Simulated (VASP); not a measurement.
Runs of VASP 6.6.1 on B. The structure is that of space group P6/mmm (No. 191), or close to it. The cells are those of the table. This isn't the form of B at room conditions, which is rhombohedral.

| task | cell | k mesh | cutoff (eV) | gap on the mesh (eV) | pressure (GPa) | relaxed volume (Å³/atom) |
| --- | --- | --- | --- | --- | --- | --- |
| relaxation of cell and atoms | relaxed from a = 3.579, b = 3.579, c = 2.194 Å, angles 90.0, 90.0, 120.0°, 3 atoms | 6 × 6 × 8 | 600 | none | -0.5 | 6.13 |
| relaxation of cell and atoms | relaxed from a = 4.325, b = 4.325, c = 1.596 Å, angles 90.0, 90.0, 120.0°, 3 atoms | 12 × 12 × 26 | 600 | none | 0.0 | 8.50 |
| relaxation of cell and atoms | relaxed from a = 3.352, b = 3.352, c = 1.912 Å, angles 90.0, 90.0, 120.0°, 3 atoms | 15 × 15 × 22 | 600 | none | 0.0 | 8.60 |
| single point | a = 4.292, b = 4.292, c = 1.598 Å, angles 90.0, 90.0, 120.0°, 3 atoms | 12 × 12 × 26 | 520 | none | (a) | - |
| single point | a = 4.325, b = 4.325, c = 1.596 Å, angles 90.0, 90.0, 120.0°, 3 atoms | 15 × 15 × 22 | 520 | none | 0.0 | - |

Alike in all rows: level PBE; potentials or basis VASP PAW PBE potentials, release 64 (B); no spin polarisation; smearing gaussian 0.1 eV.

Problem. Estimate the missing entries.

Solution. (a) -0.1.

Caveats: the volume moved by over 15 % at a fixed basis, so the end points are rough (at least some runs).

A gap of «none» marks levels without a gap at the run's occupations.
